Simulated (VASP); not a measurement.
# BeS (I4/mmm) in VASP: G0W0 quasiparticle levels with PBE

Aim: the G0W0 quasiparticle levels of BeS with PBE.

Everything below comes from runs of VASP 6.6.1. Logs are shortened: lines on timing, memory, paths and dates and some standing lists are left out, and cuts for length are marked.

## Step 1: The cell of the first run

Symmetry: I4/mmm, No. 139, tetragonal system. Conventional cell: a = 3.277 Å, b = 3.277 Å, c = 4.820 Å, α = 90.00°, β = 90.00°, γ = 90.00°. Within 3.1 Å of Be (site symmetry 4/mmm) lie 6 S at 2.32 to 2.41 Å. S (site symmetry 4/mmm) has 6 Be at 2.32 to 2.41 Å within 3.1 Å.

## Step 2: G0W0 quasiparticle levels, PBE

The input, POSCAR:

```
BeS
1.0
    0.0000000000      2.3172971969      2.3172971969
    2.4099890848      0.0000000000      2.3172971969
    2.4099890848      2.3172971969      0.0000000000
Be S
1 1
Direct
    0.0000000000      0.0000000000      0.0000000000
    0.5000000000      0.5000000000      0.5000000000
```

The input, INCAR.step1:

```
PREC = Accurate
ENCUT = 500
EDIFF = 1E-8
ISMEAR = 0
SIGMA = 0.01
LREAL = F
LASPH = T
NELM = 60
ALGO = Normal
LWAVE = T
LCHARG = F
GGA = PE
```

The input, INCAR.step2:

```
PREC = Accurate
ENCUT = 500
EDIFF = 1E-8
ISMEAR = 0
SIGMA = 0.01
LREAL = F
LASPH = T
NELM = 1
ALGO = Exact
LWAVE = T
LCHARG = F
GGA = PE
NBANDS = 111
LOPTICS = T
ISTART = 1
```

The input, INCAR.step3:

```
PREC = Accurate
ENCUT = 500
EDIFF = 1E-8
ISMEAR = 0
SIGMA = 0.01
LREAL = F
LASPH = T
ALGO = EVGW0
LWAVE = F
LCHARG = F
GGA = PE
NELMGW = 1
NBANDS = 111
ENCUTGW = 150.0
NOMEGA = 48
PRECFOCK = Fast
ISTART = 1
NBANDSGW = 12
```

The input, KPOINTS:

```
Automatic mesh
0
Gamma
  6 6 6
```

Potentials or basis: VASP PAW PBE potentials, release 64 (Be_GW, S_GW).

Launch:

```console
$ cat potpaw_PBE.64/Be_GW/POTCAR potpaw_PBE.64/S_GW/POTCAR > POTCAR
$ cp INCAR.step1 INCAR
$ mpirun -np 1 vasp_std > vasp.out
$ cp INCAR.step2 INCAR
$ mpirun -np 1 vasp_std > vasp.out
$ cp INCAR.step3 INCAR
$ mpirun -np 1 vasp_std > vasp.out
```

OUTCAR:

```text
PREC = Accurate
   ENCUT = 500
   EDIFF = 1E-8
   ISMEAR = 0
   LREAL = F
   LASPH = T
   GGA = PE
   NELMGW = 1
   ENCUTGW = 150.0
   PRECFOCK = Fast
   ISTART = 1

 ion  position               nearest neighbor table
   1  0.000  0.000  0.000-   2 2.32   2 2.32   2 2.32   2 2.32   2 2.41   2 2.41
   2  0.500  0.500  0.500-   1 2.32   1 2.32   1 2.32   1 2.32   1 2.41   1 2.41

  LATTYP: Found a body centered tetragonal cell.
 ALAT       =     3.2771531239
 C/A-ratio  =     1.4707821049

  Lattice vectors:

 A1 = (   2.4099890848,   0.0000000000,   2.3172971969)
 A2 = (   2.4099890848,   0.0000000000,  -2.3172971969)
 A3 = (  -2.4099890848,   2.3172971969,   0.0000000000)

Analysis of symmetry for initial positions (statically):
=====================================================================
 Subroutine PRICEL returns:
 Original cell was already a primitive cell.

 Routine SETGRP: Setting up the symmetry group for a
 body centered tetragonal supercell.

 Subroutine GETGRP returns: Found 16 space group operations
 (whereof 16 operations were pure point group operations)
 out of a pool of 16 trial point group operations.

The static configuration has the point symmetry D_4h.

Analysis of symmetry for dynamics (positions and initial velocities):
=====================================================================
 Subroutine PRICEL returns:
 Original cell was already a primitive cell.

 Routine SETGRP: Setting up the symmetry group for a
 body centered tetragonal supercell.

 Subroutine GETGRP returns: Found 16 space group operations
 (whereof 16 operations were pure point group operations)
 out of a pool of 16 trial point group operations.

The dynamic configuration has the point symmetry D_4h.

 Subroutine INISYM returns: Found 16 space group operations
 (whereof 16 operations are pure point group operations),
 and found     1 'primitive' translations

----------------------------------------------------------------------------------------

                                     Primitive cell

  volume of cell :      25.8826

  direct lattice vectors                    reciprocal lattice vectors
     0.000000000  2.317297197  2.317297197    -0.207469819  0.215768612  0.215768612
     2.409989085  0.000000000  2.317297197     0.207469819 -0.215768612  0.215768612
     2.409989085  2.317297197  0.000000000     0.207469819  0.215768612 -0.215768612

  length of vectors
     3.277153124  3.343338704  3.343338704     0.368993108  0.368993108  0.368993108

  position of ions in fractional coordinates (direct lattice)
     0.000000000  0.000000000  0.000000000
     0.500000000  0.500000000  0.500000000

  ion indices of the primitive-cell ions
   primitive index   ion index
                 1           1
                 2           2

----------------------------------------------------------------------------------------

 KPOINTS: Automatic mesh

Automatic generation of k-mesh.
 Grid dimensions read from file:
 generate k-points for:    6    6    6

 Generating k-lattice:

  Cartesian coordinates                     Fractional coordinates (reciprocal lattice)
    -0.034578303  0.035961435  0.035961435     0.166666667 -0.000000000 -0.000000000
     0.034578303 -0.035961435  0.035961435     0.000000000  0.166666667  0.000000000
     0.034578303  0.035961435 -0.035961435     0.000000000  0.000000000  0.166666667

  Length of vectors
     0.061498851  0.061498851  0.061498851

  Shift w.r.t. Gamma in fractional coordinates (k-lattice)
     0.000000000  0.000000000  0.000000000

 Subroutine IBZKPT returns following result:
 ===========================================

 Found     30 irreducible k-points:

 Following reciprocal coordinates:
            Coordinates               Weight
  0.000000  0.000000  0.000000      1.000000
  0.166667  0.000000  0.000000      8.000000
  0.333333  0.000000  0.000000      8.000000
  0.500000  0.000000  0.000000      4.000000
  0.166667  0.166667  0.000000      4.000000
  0.333333  0.166667  0.000000     16.000000
[... 16 lines left out ...]
 -0.333333  0.500000  0.166667      4.000000
  0.333333 -0.333333  0.166667      8.000000
 [... further k-points ...]
   k-points           NKPTS =     30   k-points in BZ     NKDIM =    216   number of bands    NBANDS=    111
   number of dos      NEDOS =    301   number of ions     NIONS =      2
   total plane-waves  NPLWV =  13824
   dimension x,y,z NGX =    24 NGY =   24 NGZ =   24
   dimension x,y,z NGXF=    48 NGYF=   48 NGZF=   48
   ions per type =               1   1
   NGX,Y,Z   is equivalent  to a cutoff of  12.17, 11.93, 11.93 a.u.
   NGXF,Y,Z  is equivalent  to a cutoff of  24.35, 23.87, 23.87 a.u.
 SYSTEM =  unknown system
   PREC   = accura    normal or accurate (medium, high low for compatibility)
   ISTART =      1    job   : 0-new  1-cont  2-samecut
   ICHARG =      0    charge: 1-file 2-atom 10-const
   ISPIN  =      1    spin polarized calculation?
   LNONCOLLINEAR =      F non collinear calculations
   LSORBIT =      F    spin-orbit coupling
   LASPH  =      T    aspherical Exc in radial PAW
   ENCUT  =  500.0 eV  36.75 Ry    6.06 a.u.   5.98  6.10  6.10*2*pi/ulx,y,z
   NELM   =     60;   NELMIN=  2; NELMDL=  0     # of ELM steps
   EDIFF  = 0.1E-07   stopping-criterion for ELM
   LREAL  =      F    real-space projection
   EDIFFG = 0.1E-06   stopping-criterion for IOM
   NSW    =      0    number of steps for IOM
   IBRION =     -1    ionic relax: 0-MD 1-quasi-New 2-CG
   NFREE  =      0    steps in history (QN), initial steepest desc. (CG)
   ISIF   =      0    stress and relaxation
   ISYM   =      3    0-nonsym 1-usesym 2-fastsym
   POTIM  = 0.5000    time-step for ionic-motion
   TEBEG  =    0.0;   TEEND  =   0.0 temperature during run
   PSTRESS=    0.0 pullay stress
   NELECT =       8.0000    total number of electrons
   NUPDOWN=      -1.0000    fix difference up-down
   EMIN   =  10.00;   EMAX   =-10.00  energy-range for DOS
   EFERMI =   0.00;   METHOD = LEGACY
   ISMEAR =     0;   SIGMA  =   0.01  broadening in eV -4-tet -1-fermi 0-gaus
   EFERMI_NEDOS =   21; number of points for ismear=-14 and -15
   IALGO  =     38    algorithm
   IMIX   =      4    mixing-type and parameters
     AMIX     =   0.40;   BMIX     =  1.00
     AMIX_MAG =   1.60;   BMIX_MAG =  1.00
  volume/ion in A,a.u.               =      12.94        87.33
  Fermi-wavevector in a.u.,A,eV,Ry     =   1.106884  2.091707 16.669742  1.225191
  Thomas-Fermi vector in A             =   2.243391
   LORBIT       =      0    0 simple, 1 ext, 2 COOP (PROOUT), +10 PAW based schemes
   GGA     = PE    functional components
   LHFCALC =     T    Hartree Fock is set to
   PRECFOCK=fast      Normal, Fast or Accurate (Low or Medium for compatibility)
   ENCUT4O =  -1.0   cutoff for four orbital integrals eV
   NKREDX  =     1    reduce k-point grid by
   NKREDY  =     1    reduce k-point grid by
   NKREDZ  =     1    reduce k-point grid by
   AEXX    =    1.0000 exact exchange contribution
   HFSCREEN=    0.0000 screening length (either q_TF or 0.3 A-1)
   HFSCREENC=   0.0000 screening length for correlation (either q_TF or 0.3 A-1)
   ENCUTFOCK=  -1.0 apply spherical cutoff to Coloumb kernel
   IVDW    =     0    specifies the selected vdW correction
   LEPSILON=     F    determine dielectric tensor
   LRPA    =     F    only Hartree local field effects (RPA)
   LRPAFORCE           =     F    calculate RPA forces
   ENCUTGW             = 150.0    cutoff for response function in eV
   ENCUTGWSOFT         = 120.0    soft cutoff for Coulomb kernel in GW response function in eV
   ENCUTLF             =  -1.0    cutoff for local field effects
   NELMGW              =     1    number of iterations in solving QP/BSE equation
   NELMHF              =     1    number of iterations in the inner HF iteration
   NKREDLFX            =     1    NKREDLFY  =   1   NKREDLFZ  =   1
 non-spin polarized calculation
 Gauss-broadening in eV      SIGMA  =   0.01
  energy-cutoff  :      500.00
  volume of cell :       25.88
 maximum number of plane-waves:       674
  NGX = 14; NGY = 14; NGZ = 14
   NGX = 11   NGY = 13   NGZ = 13
 maximum number of plane-waves:       117
 NGX is ok and might be reduce to    14

 QP shifts <psi_nk| G(iteration)W_0 |psi_nk>: iteration 1
 for sc-GW calculations column KS-energies equals QP-energies in previous step
 and V_xc(KS)=  KS-energies - (<T + V_ion + V_H > + <T+V_H+V_ion>^1  + <V_x>^1)

 k-point   1 :       0.0000    0.0000    0.0000
  band No.  KS-energies  QP-energies   sigma(KS)   V_xc(KS)     V^pw_x(r,r')   Z            occupation Imag(sigma)

      1      -9.0597      -9.8218     -13.7337     -12.6246     -21.2261       0.6872       2.0000       1.5446
      2       5.2687       4.6198     -14.2366     -13.3860     -15.8982       0.7628       2.0000       0.0911
      3       5.2687       4.6198     -14.2366     -13.3860     -15.8982       0.7628       2.0000       0.0911
      4       5.6989       5.0754     -14.3167     -13.4996     -15.8614       0.7631       2.0000       0.0878
      5      10.5520      10.8558     -11.1452     -11.5410      -6.2457       0.7674       0.0000      -0.0904
      6      14.2031      14.5694     -10.3562     -10.8257      -5.2880       0.7801       0.0000      -0.1216
      7      14.2675      14.5875      -9.5777     -10.0121      -3.2027       0.7367       0.0000      -0.2977
      8      14.6650      15.0163     -10.2460     -10.6973      -5.0972       0.7783       0.0000      -0.1380
      9      14.6650      15.0163     -10.2460     -10.6973      -5.0972       0.7783       0.0000      -0.1380
     10      15.5181      15.8838      -9.9662     -10.4639      -3.3955       0.7349       0.0000      -0.3606
     11      15.5181      15.8838      -9.9662     -10.4639      -3.3955       0.7349       0.0000      -0.3606
     12      17.1726      17.6124     -11.1984     -11.7713      -5.3355       0.7677       0.0000      -0.3888

 k-point   2 :       0.1667    0.0000    0.0000
  band No.  KS-energies  QP-energies   sigma(KS)   V_xc(KS)     V^pw_x(r,r')   Z            occupation Imag(sigma)
[... 353 lines left out ...]
      1      -6.1871      -6.8190     -14.6655     -13.7822     -21.3256       0.7154       2.0000       1.1186
      2      -0.2403      -1.0835     -12.6282     -11.4647     -16.1366       0.7247       2.0000       0.2435
      3       1.3760       0.5892     -13.0523     -11.9843     -15.8717       0.7367       2.0000       0.1517
      4       3.1474       2.4398     -13.0764     -12.1349     -15.0816       0.7516       2.0000       0.0985
      5       9.7936      10.0587     -11.2765     -11.6226      -6.8519       0.7661       0.0000      -0.0804
      6      10.4043      10.7650      -9.7522     -10.2198      -4.8452       0.7714       0.0000      -0.1078
      7      14.8291      15.2585     -11.1906     -11.7562      -5.5645       0.7592       0.0000      -0.1878
      8      15.5477      15.9192     -10.8917     -11.3780      -5.2355       0.7639       0.0000      -0.2007
      9      17.8054      18.1618     -10.1541     -10.6267      -3.6124       0.7540       0.0000      -0.4718
     10      18.2795      18.6588     -10.4956     -11.0055      -3.4510       0.7437       0.0000      -0.6376
     11      22.6429      23.2130     -11.5283     -12.2987      -4.3046       0.7400       0.0000      -0.6718
     12      25.9349      26.5899     -11.7462     -12.6023      -3.8895       0.7651       0.0000      -1.3774

 [... further k-points ...]
```

Wall time 16 min (1 thread of Intel Xeon 8259CL, shared host); peak memory 0.57 GiB.

What came out:

- Quasiparticle gap: 1.59 eV
- Least direct quasiparticle gap: 4.53 eV
- Band gap of the starting levels on the mesh: 0.82 eV
- Least direct gap of the starting levels on the mesh: 3.62 eV

Caveat: the k points lie up to 0.39 Å⁻¹ apart; bands, screening cutoff and mesh are small and nothing is extrapolated, so the quasiparticle values aren't converged.
